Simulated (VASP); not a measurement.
Runs of VASP 6.6.1 on V. The structure is that of space group P6/mmm (No. 191), or close to it. The cells are those of the table. 

```csv
task,cell,cutoff (eV),gap on the mesh (eV),pressure (GPa)
relaxation of cell and atoms,"relaxed to 130 GPa from a = 3.745, b = 3.745, c = 2.322 Å, angles 90.0, 90.0, 120.0°, 3 atoms",600,none,130.0
relaxation of cell and atoms,"relaxed to 130 GPa from a = 3.924, b = 3.924, c = 2.122 Å, angles 90.0, 90.0, 120.0°, 3 atoms",600,none,130.0
single point,"a = 3.923, b = 3.923, c = 2.122 Å, angles 90.0, 90.0, 120.0°, 3 atoms",520,none,132.7
single point,"a = 3.924, b = 3.924, c = 2.122 Å, angles 90.0, 90.0, 120.0°, 3 atoms",520,none,(a)
```

Alike in all rows: level PBE; potentials or basis VASP PAW PBE potentials, release 64 (V_sv); no spin polarisation; k mesh 10 × 10 × 13; smearing fermi-dirac 0.1 eV.

**Question.** Fill in the values left out.

**Answer.** (a) 132.6.

Caveats: the cell is relaxed towards a set pressure, so the enthalpy falls and the energy may rise (some runs).

A gap of «none» marks levels without a gap at the run's occupations.
